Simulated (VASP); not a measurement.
# CdI2 (P-3m1) in VASP: single point with PBE+D3(BJ)

Aim: the single point of CdI2 with PBE+D3(BJ).

Program: VASP 6.6.1. These are calculated values, not measurements. Logs are shortened: lines on timing, memory, paths and dates and some standing lists are left out, and cuts for length are marked.

## (1) The cell of the first run

It takes space group P-3m1 (No. 164, trigonal). The conventional cell has a = 4.242 Å, b = 4.242 Å, c = 20.504 Å, α = 90.00°, β = 90.00°, γ = 120.00°. Cd (site symmetry 3m) has 6 I at 3.00 Å within 3.9 Å. Within 3.9 Å of Cd (site symmetry -3m) lie 6 I at 3.00 Å. I (site symmetry 3m) has 3 Cd at 3.00 Å within 3.9 Å. Within 3.9 Å of I (site symmetry 3m) lie 3 Cd at 3.00 Å. I (site symmetry 3m) has 3 Cd at 3.00 Å within 3.9 Å.

## (2) Single point, PBE+D3(BJ)

Input file INCAR:

```
PREC = Accurate
ENCUT = 500
EDIFF = 1E-6
ISMEAR = 0
SIGMA = 0.02
LREAL = False
LASPH = True
NELM = 120
ALGO = Normal
ISIF = 2
LWAVE = False
LCHARG = False
GGA = PE
IVDW = 12
NBANDS = 49
GGA_COMPAT = False
```

Input file KPOINTS:

```
Automatic mesh
0
Gamma
  9 9 2
```

Input file POSCAR:

```
CdI2
1.0
    4.2419141230      0.0000000000      0.0000000000
   -2.1209570615      3.6736053912      0.0000000000
    0.0000000000      0.0000000000     20.5043240978
Cd I
3 6
Direct
    0.6666666667      0.3333333333      0.3328843740
    0.3333333333      0.6666666667      0.6671156260
    0.0000000000      0.0000000000      0.0000000000
    0.3333333333      0.6666666667      0.0843876816
    0.3333333333      0.6666666667      0.4172587806
    0.6666666667      0.3333333333      0.9156123184
    0.6666666667      0.3333333333      0.5827412194
    0.0000000000      0.0000000000      0.2485210160
    0.0000000000      0.0000000000      0.7514789840
```

Potentials or basis: VASP PAW PBE potentials, release 64 (Cd, I).

Run with:

```sh
> cat potpaw_PBE.64/Cd/POTCAR potpaw_PBE.64/I/POTCAR > POTCAR
> mpirun -np 1 vasp_std > vasp.out
```

OUTCAR:

```text
PREC = Accurate
   ENCUT = 500
   EDIFF = 1E-6
   ISMEAR = 0
   LREAL = False
   LASPH = True
   NELM = 120
   ISIF = 2
   GGA = PE
   IVDW = 12
 IVDW          = 12

 ion  position               nearest neighbor table
   1  0.667  0.333  0.333-   8 3.00   8 3.00   8 3.00   5 3.00   5 3.00   5 3.00
   2  0.333  0.667  0.667-   9 3.00   9 3.00   9 3.00   7 3.00   7 3.00   7 3.00
   3  0.000  0.000  0.000-   4 3.00   6 3.00   6 3.00   4 3.00   6 3.00   4 3.00
   4  0.333  0.667  0.084-   3 3.00   3 3.00   3 3.00
   5  0.333  0.667  0.417-   1 3.00   1 3.00   1 3.00
   6  0.667  0.333  0.916-   3 3.00   3 3.00   3 3.00
   7  0.667  0.333  0.583-   2 3.00   2 3.00   2 3.00
   8  0.000  0.000  0.249-   1 3.00   1 3.00   1 3.00
   9  0.000  0.000  0.751-   2 3.00   2 3.00   2 3.00

  LATTYP: Found a hexagonal cell.
 ALAT       =     4.2419141230
 C/A-ratio  =     4.8337433298

  Lattice vectors:

 A1 = (   4.2419141230,   0.0000000000,   0.0000000000)
 A2 = (  -2.1209570615,   3.6736053912,   0.0000000000)
 A3 = (   0.0000000000,   0.0000000000,  20.5043240978)

Analysis of symmetry for initial positions (statically):
=====================================================================
 Subroutine PRICEL returns:
 Original cell was already a primitive cell.

 Routine SETGRP: Setting up the symmetry group for a
 hexagonal supercell.

 Subroutine GETGRP returns: Found 12 space group operations
 (whereof 12 operations were pure point group operations)
 out of a pool of 24 trial point group operations.

The static configuration has the point symmetry D_3d.

Analysis of symmetry for dynamics (positions and initial velocities):
=====================================================================
 Subroutine PRICEL returns:
 Original cell was already a primitive cell.

 Routine SETGRP: Setting up the symmetry group for a
 hexagonal supercell.

 Subroutine GETGRP returns: Found 12 space group operations
 (whereof 12 operations were pure point group operations)
 out of a pool of 24 trial point group operations.

The dynamic configuration has the point symmetry D_3d.

 Subroutine INISYM returns: Found 12 space group operations
 (whereof 12 operations are pure point group operations),
 and found     1 'primitive' translations

[... 113 lines left out ...]
   ISIF   =      2    stress and relaxation
   ISYM   =      2    0-nonsym 1-usesym 2-fastsym
   POTIM  = 0.5000    time-step for ionic-motion
   TEBEG  =    0.0;   TEEND  =   0.0 temperature during run
   PSTRESS=    0.0 pullay stress
   NELECT =      78.0000    total number of electrons
   NUPDOWN=      -1.0000    fix difference up-down
   EMIN   =  10.00;   EMAX   =-10.00  energy-range for DOS
   EFERMI =   0.00;   METHOD = LEGACY
   ISMEAR =     0;   SIGMA  =   0.02  broadening in eV -4-tet -1-fermi 0-gaus
   EFERMI_NEDOS =   21; number of points for ismear=-14 and -15
   IALGO  =     38    algorithm
   IMIX   =      4    mixing-type and parameters
     AMIX     =   0.40;   BMIX     =  1.00
     AMIX_MAG =   1.60;   BMIX_MAG =  1.00
  volume/ion in A,a.u.               =      35.50       239.58
  Fermi-wavevector in a.u.,A,eV,Ry     =   1.023151  1.933475 14.243097  1.046838
  Thomas-Fermi vector in A             =   2.156869
   LORBIT       =      0    0 simple, 1 ext, 2 COOP (PROOUT), +10 PAW based schemes
   GGA     = PE    functional components
   LHFCALC =     F    Hartree Fock is set to
   AEXX    =    0.0000 exact exchange contribution
   IVDW    =    12    specifies the selected vdW correction
   LEPSILON=     F    determine dielectric tensor
   LRPA    =     F    only Hartree local field effects (RPA)
 non-spin polarized calculation
 Gauss-broadening in eV      SIGMA  =   0.02
  energy-cutoff  :      500.00
  volume of cell :      319.52
 maximum number of plane-waves:      8186
 NGX is ok and might be reduce to    32
   NGX = 15   NGY = 15   NGZ = 75

 number of electron      77.9999994 magnetization

 Free energy of the ion-electron system (eV)
  ---------------------------------------------------
  ext. energy  EPLUGINS =         0.00000000
  ---------------------------------------------------
  free energy    TOTEN  =       -16.45037222 eV

  energy without entropy =      -16.45037222  energy(sigma->0) =      -16.45037222

 E-fermi :   2.2261     XC(G=0):  -8.6067

 val. band max:        2.0785493292   @ k =   0.1111   0.0000   0.0000
 cond. band min:       4.2923512232   @ k =   0.4444   0.0000   0.0000
 fundamental gap:      2.2138018940
 Fermi energy:         2.2260617260

 k-point     1 :       0.0000    0.0000    0.0000
  band No.  band energies     occupation
      1     -10.0514      2.00000
      2      -9.9266      2.00000
      3      -9.9246      2.00000
      4      -9.5096      2.00000
      5      -9.5002      2.00000
      6      -9.3392      2.00000
[... 1237 lines left out ...]
     48       8.5359      0.00000
     49       9.6719      0.00000

------------------------ aborting loop because EDIFF is reached ----------------------------------------

 Edisp (eV)   -3.00775

 E8    (eV) :    -1.3487

  FORCE on cell =-STRESS in cart. coord.  units (eV):
  Direction    XX          YY          ZZ          XY          YZ          ZX
  --------------------------------------------------------------------------------------
  -------------------------------------------------------------------------------------
  Total       0.23964     0.23964     0.20646    -0.00000     0.00000    -0.00000
  in kB       1.20161     1.20161     1.03524    -0.00000     0.00000    -0.00000
  external pressure =        1.15 kB  Pullay stress =        0.00 kB

 VOLUME and BASIS-vectors are now :
 -----------------------------------------------------------------------------
  energy-cutoff  :      500.00
  volume of cell :      319.52
      direct lattice vectors                 reciprocal lattice vectors
     4.241914123  0.000000000  0.000000000     0.235742632  0.136106072  0.000000000
    -2.120957061  3.673605391  0.000000000     0.000000000  0.272212144  0.000000000
     0.000000000  0.000000000 20.504324098     0.000000000  0.000000000  0.048770201

 POSITION                                       TOTAL-FORCE (eV/Angst)
 -----------------------------------------------------------------------------------
      2.12096      1.22454      6.82557        -0.000000     -0.000000      0.000127
     -0.00000      2.44907     13.67876        -0.000000      0.000000     -0.000127
      0.00000      0.00000      0.00000        -0.000000      0.000000     -0.000000
     -0.00000      2.44907      1.73031         0.000000     -0.000000      0.021097
     -0.00000      2.44907      8.55561         0.000000     -0.000000      0.019380
      2.12096      1.22454     18.77401        -0.000000      0.000000     -0.021097
      2.12096      1.22454     11.94871        -0.000000      0.000000     -0.019380
      0.00000      0.00000      5.09576         0.000000      0.000000     -0.020853
      0.00000      0.00000     15.40857        -0.000000     -0.000000      0.020853
 -----------------------------------------------------------------------------------
    total drift:                               -0.000000      0.000000      0.000000

  FREE ENERGIE OF THE ION-ELECTRON SYSTEM (eV)
  ---------------------------------------------------
  free  energy   TOTEN  =       -19.4581208923 eV

  energy  without entropy=      -19.4581208923  energy(sigma->0) =      -19.45812089
```

Wall time 5 min (1 thread of Intel Xeon 6975P-C (Granite Rapids), shared host); peak memory 0.55 GiB.

Results:

```yaml
Free_energy: -19.4581 eV
Pressure: 0.1 GPa
Largest_force: 0.021 eV/Å
Band_gap_on_the_k_mesh: 2.21 eV (least direct gap 2.34 eV)
Dispersion_energy_per_atom: -0.334 eV
```

Forces on the atoms (eV/Å):
```
Cd   0.000  0.000  0.000
Cd   0.000  0.000  0.000
Cd   0.000  0.000  0.000
I    0.000  0.000  0.021
I    0.000  0.000  0.019
I    0.000  0.000 -0.021
I    0.000  0.000 -0.019
I    0.000  0.000 -0.021
I    0.000  0.000  0.021
```

Caveat: spin-orbit coupling is left out, which moves the levels of the heavy elements; an odd mesh through Γ misses points on the zone boundary, where band edges can lie.
